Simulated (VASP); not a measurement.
A run of VASP 6.6.1:

INCAR

```
SYSTEM = TiH2
ALGO = Normal ; EDIFF = 1E-7
EDIFFG = -0.04 ; ENCUT = 910
GGA = PE ; GGA_COMPAT = .FALSE.
IBRION = 2 ; ISIF = 3
ISMEAR = 0 ; LASPH = .TRUE.
LCHARG = .FALSE. ; LREAL = .FALSE.
LWAVE = .FALSE. ; NELM = 120
NELMIN = 4 ; NSW = 90
PREC = Accurate ; SIGMA = 0.1
```

KPOINTS

```
k-points
0
G
  6 6 6
  0 0 0
```

POSCAR

```
TiH2
1.0
    0.0000000000      2.9171369442      2.9171369442
    2.9171369442      0.0000000000      2.9171369442
    2.9171369442      2.9171369442      0.0000000000
Ti H
2 4
Direct
    0.5000000000      0.5000000000      0.5000000000
    0.7500000000      0.7500000000      0.7500000000
    0.6250000000      0.6250000000      0.6250000000
    0.1250000000      0.6250000000      0.6250000000
    0.6250000000      0.6250000000      0.1250000000
    0.6250000000      0.1250000000      0.6250000000
```

Potentials or basis: VASP PAW PBE potentials, release 64 (Ti_sv, H_h).

The run is started by

```console
$ cat potpaw_PBE.64/Ti_sv/POTCAR potpaw_PBE.64/H_h/POTCAR > POTCAR
$ mpirun -np 1 vasp_std > vasp.out
```

Hardware: 1 thread of AMD EPYC 7R43 64-Core Processor (Zen 3), with other jobs on the host.

**Question.** Estimate the wall time of this run.

**Answer.** Run time: 6.1 min on 1 thread of AMD EPYC 7R43 64-Core Processor (Zen 3), with other jobs on the host, peak memory 0.23 GiB. Counts: scf iterations 71, k points 16, ion steps 5.
